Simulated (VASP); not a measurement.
# Cs (Im-3m) in VASP: further runs

Runs on Cs. Level: r2SCAN. Tasks: single point.

All numbers are computed with VASP 6.6.1; they aren't measurements. Logs are shortened: lines on timing, memory, paths and dates and some standing lists are left out, and cuts for length are marked.

## 1. The cell of the first run

The structure is cubic, space group Im-3m (No. 229). The conventional cell has a = 6.270 Å, b = 6.270 Å, c = 6.270 Å, α = 90.00°, β = 90.00°, γ = 90.00°.

## 2. Single point, r2SCAN

File POSCAR:

```
Cs
1.0
   -3.1348857123      3.1348857123      3.1348857123
    3.1348857123     -3.1348857123      3.1348857123
    3.1348857123      3.1348857123     -3.1348857123
Cs
1
Direct
    0.0000000000      0.0000000000      0.0000000000
```

File INCAR.step1:

```
  ALGO = Normal
  EDIFF = 1E-4
  ENCUT = 520
  GGA = PE
  ISMEAR = -1
  LASPH = True
  LCHARG = False
  LREAL = False
  LWAVE = True
  NBANDS = 10
  NELM = 100
  PREC = Accurate
  SIGMA = 0.1
```

File INCAR.step2:

```
  ALGO = Normal
  EDIFF = 1E-6
  ENCUT = 520
  ISIF = 2
  ISMEAR = -1
  ISTART = 1
  LASPH = True
  LCHARG = True
  LELF = True
  LMIXTAU = True
  LREAL = False
  LVHAR = True
  LWAVE = False
  METAGGA = R2SCAN
  NBANDS = 10
  NELM = 100
  PREC = Accurate
  SIGMA = 0.1
```

File KPOINTS:

```
k-points
0
Gamma
  5 5 5
```

Potentials or basis: VASP PAW PBE potentials, release 64 (Cs_sv).

On the command line:

```console
$ cat potpaw_PBE.64/Cs_sv/POTCAR > POTCAR
$ cp INCAR.step1 INCAR
$ mpirun -np 1 vasp_std > vasp.out
$ cp INCAR.step2 INCAR
$ mpirun -np 1 vasp_std > vasp.out
```

OUTCAR:

```text
EDIFF = 1E-6
   ENCUT = 520
   ISIF = 2
   ISMEAR = -1
   ISTART = 1
   LASPH = True
   LREAL = False
   METAGGA = R2SCAN
   NELM = 100
   PREC = Accurate

 ion  position               nearest neighbor table
   1  0.000  0.000  0.000-

  LATTYP: Found a body centered cubic cell.
 ALAT       =     6.2697714246

  Lattice vectors:

 A1 = (  -3.1348857123,   3.1348857123,   3.1348857123)
 A2 = (   3.1348857123,  -3.1348857123,   3.1348857123)
 A3 = (   3.1348857123,   3.1348857123,  -3.1348857123)

Analysis of symmetry for initial positions (statically):
=====================================================================
 Subroutine PRICEL returns:
 Original cell was already a primitive cell.

 Routine SETGRP: Setting up the symmetry group for a
 body centered cubic supercell.

 Subroutine GETGRP returns: Found 48 space group operations
 (whereof 48 operations were pure point group operations)
 out of a pool of 48 trial point group operations.

The static configuration has the point symmetry O_h .

Analysis of symmetry for dynamics (positions and initial velocities):
=====================================================================
 Subroutine PRICEL returns:
 Original cell was already a primitive cell.

 Routine SETGRP: Setting up the symmetry group for a
 body centered cubic supercell.

 Subroutine GETGRP returns: Found 48 space group operations
 (whereof 48 operations were pure point group operations)
 out of a pool of 48 trial point group operations.

The dynamic configuration has the point symmetry O_h .

 Subroutine INISYM returns: Found 48 space group operations
 (whereof 48 operations are pure point group operations),
 and found     1 'primitive' translations

----------------------------------------------------------------------------------------

                                     Primitive cell

  volume of cell :     123.2325

  direct lattice vectors                    reciprocal lattice vectors
    -3.134885712  3.134885712  3.134885712     0.000000000  0.159495448  0.159495448
     3.134885712 -3.134885712  3.134885712     0.159495448  0.000000000  0.159495448
     3.134885712  3.134885712 -3.134885712     0.159495448  0.159495448  0.000000000

  length of vectors
     5.429781330  5.429781330  5.429781330     0.225560625  0.225560625  0.225560625

  position of ions in fractional coordinates (direct lattice)
     0.000000000  0.000000000  0.000000000

  ion indices of the primitive-cell ions
   primitive index   ion index
                 1           1

----------------------------------------------------------------------------------------

 KPOINTS: k-points

Automatic generation of k-mesh.
 Grid dimensions read from file:
 generate k-points for:    5    5    5

 Generating k-lattice:

  Cartesian coordinates                     Fractional coordinates (reciprocal lattice)
     0.000000000  0.031899090  0.031899090     0.200000000  0.000000000  0.000000000
     0.031899090  0.000000000  0.031899090     0.000000000  0.200000000  0.000000000
     0.031899090  0.031899090  0.000000000     0.000000000  0.000000000  0.200000000

  Length of vectors
     0.045112125  0.045112125  0.045112125

  Shift w.r.t. Gamma in fractional coordinates (k-lattice)
     0.000000000  0.000000000  0.000000000

 Subroutine IBZKPT returns following result:
 ===========================================

 Found     10 irreducible k-points:

 Following reciprocal coordinates:
            Coordinates               Weight
  0.000000  0.000000  0.000000      1.000000
  0.200000  0.000000  0.000000     12.000000
  0.400000  0.000000  0.000000     12.000000
  0.200000  0.200000  0.000000     24.000000
  0.400000  0.200000  0.000000     24.000000
  0.200000  0.200000  0.200000      8.000000
 -0.200000  0.200000  0.200000      6.000000
 -0.400000  0.400000  0.200000     24.000000
 -0.400000 -0.400000  0.200000      8.000000
 -0.400000  0.400000  0.400000      6.000000
   k-points           NKPTS =     10   k-points in BZ     NKDIM =     10   number of bands    NBANDS=     10
   number of dos      NEDOS =    301   number of ions     NIONS =      1
   total plane-waves  NPLWV =  64000
   dimension x,y,z NGX =    40 NGY =   40 NGZ =   40
   dimension x,y,z NGXF=    80 NGYF=   80 NGZF=   80
   ions per type =               1
   NGX,Y,Z   is equivalent  to a cutoff of  12.25, 12.25, 12.25 a.u.
   NGXF,Y,Z  is equivalent  to a cutoff of  24.49, 24.49, 24.49 a.u.
 SYSTEM =  unknown system
   PREC   = accura    normal or accurate (medium, high low for compatibility)
   ISTART =      1    job   : 0-new  1-cont  2-samecut
   ICHARG =      0    charge: 1-file 2-atom 10-const
   ISPIN  =      1    spin polarized calculation?
   LNONCOLLINEAR =      F non collinear calculations
   LSORBIT =      F    spin-orbit coupling
   LASPH  =      T    aspherical Exc in radial PAW
   ENCUT  =  520.0 eV  38.22 Ry    6.18 a.u.  10.10 10.10 10.10*2*pi/ulx,y,z
   NELM   =    100;   NELMIN=  2; NELMDL=  0     # of ELM steps
   EDIFF  = 0.1E-05   stopping-criterion for ELM
   LREAL  =      F    real-space projection
   EDIFFG = 0.1E-04   stopping-criterion for IOM
   NSW    =      0    number of steps for IOM
   IBRION =     -1    ionic relax: 0-MD 1-quasi-New 2-CG
   NFREE  =      0    steps in history (QN), initial steepest desc. (CG)
   ISIF   =      2    stress and relaxation
   ISYM   =      2    0-nonsym 1-usesym 2-fastsym
   POTIM  = 0.5000    time-step for ionic-motion
   TEBEG  =    0.0;   TEEND  =   0.0 temperature during run
   PSTRESS=    0.0 pullay stress
   NELECT =       9.0000    total number of electrons
   NUPDOWN=      -1.0000    fix difference up-down
   EMIN   =  10.00;   EMAX   =-10.00  energy-range for DOS
   EFERMI =   0.00;   METHOD = LEGACY
   ISMEAR =    -1;   SIGMA  =   0.10  broadening in eV -4-tet -1-fermi 0-gaus
   EFERMI_NEDOS =   21; number of points for ismear=-14 and -15
   IALGO  =     38    algorithm
   IMIX   =      4    mixing-type and parameters
     AMIX     =   0.40;   BMIX     =  1.00
     AMIX_MAG =   1.60;   BMIX_MAG =  1.00
  volume/ion in A,a.u.               =     123.23       831.61
  Fermi-wavevector in a.u.,A,eV,Ry     =   0.684301  1.293142  6.371174  0.468268
  Thomas-Fermi vector in A             =   1.763915
   LORBIT       =      0    0 simple, 1 ext, 2 COOP (PROOUT), +10 PAW based schemes
   METAGGA = R2SCAN    functional components
   LHFCALC =     F    Hartree Fock is set to
   AEXX    =    0.0000 exact exchange contribution
   IVDW    =     0    specifies the selected vdW correction
   LEPSILON=     F    determine dielectric tensor
   LRPA    =     F    only Hartree local field effects (RPA)
 non-spin polarized calculation
  energy-cutoff  :      520.00
  volume of cell :      123.23
 maximum number of plane-waves:      3340
   NGX = 21   NGY = 21   NGZ = 21

 number of electron       8.9999999 magnetization

 Free energy of the ion-electron system (eV)
  ---------------------------------------------------
  ext. energy  EPLUGINS =         0.00000000
  ---------------------------------------------------
  free energy    TOTEN  =       -25.04423987 eV

  energy without entropy =      -25.00978840  energy(sigma->0) =      -25.02701414

 E-fermi :   0.3772     XC(G=0):  -5.4618

 val. band max:        0.1215866380   @ k =   0.4000   0.0000   0.0000
 cond. band min:       0.4458666699   @ k =  -0.4000   0.4000   0.2000
 fundamental gap:      0.3242800319
 Fermi energy:         0.3772320239

 k-point     1 :       0.0000    0.0000    0.0000
  band No.  band energies     occupation
      1     -24.4535      2.00000
      2     -10.8298      2.00000
      3     -10.8298      2.00000
      4     -10.8297      2.00000
      5      -1.3424      2.00000
      6       3.1467      0.00000
      7       3.1467      0.00000
      8       3.1469      0.00000
      9       3.9804      0.00000
     10       3.9804      0.00000

 k-point     2 :       0.2000    0.0000    0.0000
  band No.  band energies     occupation
      1     -24.4517      2.00000
      2     -10.8689      2.00000
      3     -10.8422      2.00000
      4     -10.8299      2.00000
      5      -0.9183      2.00000
      6       2.5327      0.00000
      7       2.7379      0.00000
      8       3.5689      0.00000
      9       3.7749      0.00000
     10       3.9276      0.00000

 k-point     3 :       0.4000    0.0000    0.0000
  band No.  band energies     occupation
      1     -24.4487      2.00000
      2     -10.9304      2.00000
      3     -10.8623      2.00000
      4     -10.8301      2.00000
      5       0.1216      1.85601
      6       1.4470      0.00005
      7       2.2946      0.00000
      8       3.9169      0.00000
      9       4.2081      0.00000
     10       4.7490      0.00000

 k-point     4 :       0.2000    0.2000    0.0000
  band No.  band energies     occupation
      1     -24.4493      2.00000
      2     -10.9098      2.00000
      3     -10.8595      2.00000
      4     -10.8384      2.00000
      5      -0.1631      1.99104
      6       1.8679      0.00000
      7       2.2102      0.00000
      8       3.7072      0.00000
      9       4.1848      0.00000
     10       4.3847      0.00000

 k-point     5 :       0.4000    0.2000    0.0000
  band No.  band energies     occupation
      1     -24.4478      2.00000
      2     -10.9268      2.00000
      3     -10.8807      2.00000
      4     -10.8407      2.00000
      5       0.8305      0.02128
      6       1.1371      0.00100
      7       1.9057      0.00000
      8       3.7033      0.00000
      9       4.3598      0.00000
     10       4.5894      0.00000

 k-point     6 :       0.2000    0.2000    0.2000
  band No.  band energies     occupation
      1     -24.4482      2.00000
      2     -10.9124      2.00000
      3     -10.8661      2.00000
      4     -10.8661      2.00000
      5       0.7784      0.03558
      6       1.5681      0.00001
      7       1.5681      0.00001
      8       3.6157      0.00000
      9       4.4434      0.00000
     10       4.4434      0.00000

 k-point     7 :      -0.2000    0.2000    0.2000
  band No.  band energies     occupation
      1     -24.4500      2.00000
      2     -10.8743      2.00000
      3     -10.8554      2.00000
      4     -10.8554      2.00000
      5      -0.5236      1.99976
      6       2.4288      0.00000
      7       2.8054      0.00000
      8       2.8055      0.00000
      9       3.6234      0.00000
     10       4.4183      0.00000

 k-point     8 :      -0.4000    0.4000    0.2000
  band No.  band energies     occupation
      1     -24.4473      2.00000
      2     -10.9205      2.00000
      3     -10.8766      2.00000
      4     -10.8578      2.00000
      5       0.4459      0.66969
      6       1.4673      0.00004
      7       2.6017      0.00000
      8       2.8475      0.00000
      9       3.9866      0.00000
     10       4.6269      0.00000

 k-point     9 :      -0.4000   -0.4000    0.2000
  band No.  band energies     occupation
      1     -24.4460      2.00000
      2     -10.9100      2.00000
      3     -10.9099      2.00000
      4     -10.8639      2.00000
      5       1.1731      0.00070
      6       1.1731      0.00070
      7       1.9174      0.00000
      8       3.6390      0.00000
      9       3.6391      0.00000
     10       4.6592      0.00000

 k-point    10 :      -0.4000    0.4000    0.4000
  band No.  band energies     occupation
      1     -24.4450      2.00000
      2     -10.9066      2.00000
      3     -10.8995      2.00000
      4     -10.8995      2.00000
      5       0.9545      0.00620
      6       1.2365      0.00037
      7       3.1539      0.00000
      8       3.1796      0.00000
      9       3.1796      0.00000
     10       4.7312      0.00000

------------------------ aborting loop because EDIFF is reached ----------------------------------------

  FORCE on cell =-STRESS in cart. coord.  units (eV):
  Direction    XX          YY          ZZ          XY          YZ          ZX
  --------------------------------------------------------------------------------------
  -------------------------------------------------------------------------------------
  Total       -0.0519433     -0.0519433     -0.0519433      0.0000000      0.0000000     -0.0000000
  in kB       -0.6753287     -0.6753287     -0.6753287      0.0000000      0.0000000     -0.0000000
  external PRESSURE =      -0.6753287 kB  Pullay stress =       0.0000000 kB

 VOLUME and BASIS-vectors are now :
 -----------------------------------------------------------------------------
  energy-cutoff  :      520.00
  volume of cell :      123.23
      direct lattice vectors                 reciprocal lattice vectors
    -3.134885712  3.134885712  3.134885712     0.000000000  0.159495448  0.159495448
     3.134885712 -3.134885712  3.134885712     0.159495448  0.000000000  0.159495448
     3.134885712  3.134885712 -3.134885712     0.159495448  0.159495448  0.000000000

 POSITION                                       TOTAL-FORCE (eV/Angst)
 -----------------------------------------------------------------------------------
      0.00000      0.00000      0.00000        -0.000000     -0.000000     -0.000000
 -----------------------------------------------------------------------------------
    total drift:                               -0.000000     -0.000000     -0.000000

  FREE ENERGIE OF THE ION-ELECTRON SYSTEM (eV)
  ---------------------------------------------------
  free  energy   TOTEN  =       -25.0442398749 eV

  energy  without entropy=      -25.0097884015  energy(sigma->0) =      -25.02701414
```

Wall time 22 s (1 thread of Intel Xeon 6975P-C (Granite Rapids), shared host); peak memory 0.25 GiB.

What came out:

* Free energy: -25.0442 eV
* Pressure: -0.1 GPa
* Band gap on the k mesh: zero (an odd number of electrons rules out a gap without spin polarisation)

Caveat: the PAW data sets were made with another functional, which shifts forces and pressure a little; spin-orbit coupling is left out, which moves the levels of the heavy elements.

## 3. Single point, r2SCAN

POSCAR is that of step 2.

File INCAR.step1:

```
  PREC = Accurate
  ENCUT = 520
  ISMEAR = -1
  SIGMA = 0.1
  LREAL = False
  LASPH = True
  NELM = 60
  NBANDS = 10
  GGA = PE
  ALGO = Normal
  EDIFF = 1E-4
  LWAVE = True
  LCHARG = False
```

File INCAR.step2:

```
  PREC = Accurate
  ENCUT = 520
  EDIFF = 1E-6
  ISMEAR = -1
  SIGMA = 0.1
  LREAL = False
  LASPH = True
  NELM = 60
  ALGO = Normal
  ISIF = 2
  LWAVE = False
  LCHARG = False
  METAGGA = R2SCAN
  LMIXTAU = True
  NBANDS = 10
  ISTART = 1
```

File KPOINTS:

```
regular mesh
0
Gamma
  6 6 6
```

Potentials or basis: VASP PAW PBE potentials, release 64 (Cs_sv).

On the command line:

```console
$ cat potpaw_PBE.64/Cs_sv/POTCAR > POTCAR
$ cp INCAR.step1 INCAR
$ mpirun -np 1 vasp_std > vasp.out
$ cp INCAR.step2 INCAR
$ mpirun -np 1 vasp_std > vasp.out
```

Wall time 40 s (1 thread of Intel Xeon 6975P-C (Granite Rapids), shared host); peak memory 0.26 GiB.

It converged, with:

- Free energy: -25.0339 eV
- Pressure: 0.0 GPa
- Band gap on the k mesh: zero (an odd number of electrons rules out a gap without spin polarisation)

Levels at points of the mesh, in eV from the Fermi level:
```
           k point  band 1  band 2  band 3  band 4  band 5  band 6  band 7  band 8  band 9
(0.00, 0.00, 0.00)  -24.84  -11.21  -11.21  -11.21   -1.72    2.77    2.77    2.77    3.60
(0.50, 0.00, 0.00)  -24.83  -11.32  -11.25  -11.21    0.13    0.73    1.85    3.48    4.06
(0.50, 0.50, 0.50)  -24.83  -11.29  -11.29  -11.29    0.70    0.70    3.08    3.08    3.08
```

Caveat: the PAW data sets were made with another functional, which shifts forces and pressure a little; spin-orbit coupling is left out, which moves the levels of the heavy elements.

## 4. Single point, r2SCAN

POSCAR is that of step 3.

File INCAR.step1:

```
PREC = Accurate
ENCUT = 520
ISMEAR = -1
SIGMA = 0.1
LREAL = F
LASPH = T
NELM = 100
NBANDS = 10
GGA = PE
ALGO = Normal
EDIFF = 1E-4
LWAVE = T
LCHARG = F
```

File INCAR.step2:

```
PREC = Accurate
ENCUT = 520
EDIFF = 1E-6
ISMEAR = -1
SIGMA = 0.1
LREAL = F
LASPH = T
NELM = 100
ALGO = Normal
ISIF = 2
LWAVE = F
LCHARG = T
METAGGA = R2SCAN
LMIXTAU = T
LELF = T
LVHAR = T
NBANDS = 10
ISTART = 1
```

File KPOINTS:

```
Automatic mesh
0
Gamma
  7 7 7
```

On the command line:

```console
$ cat potpaw_PBE.64/Cs_sv/POTCAR > POTCAR
$ cp INCAR.step1 INCAR
$ mpirun -np 1 vasp_std > vasp.out
$ cp INCAR.step2 INCAR
$ mpirun -np 1 vasp_std > vasp.out
```

Wall time 50 s (1 thread of Intel Xeon 6975P-C (Granite Rapids), shared host); peak memory 0.26 GiB.

It converged, with:

```yaml
Free_energy: -25.0398 eV
Pressure: 0.0 GPa
Band_gap_on_the_k_mesh: zero (an odd number of electrons rules out a gap without spin polarisation)
```

Levels at points of the mesh, in eV from the Fermi level:
| k point | band 3 | band 4 | band 5 | band 6 | band 7 | band 8 |
| --- | --- | --- | --- | --- | --- | --- |
| (0.00, 0.00, 0.00) | -11.21 | -11.21 | -1.71 | 2.77 | 2.77 | 2.77 |

Caveat: the PAW data sets were made with another functional, which shifts forces and pressure a little; spin-orbit coupling is left out, which moves the levels of the heavy elements.

[end of part 1 of 2]
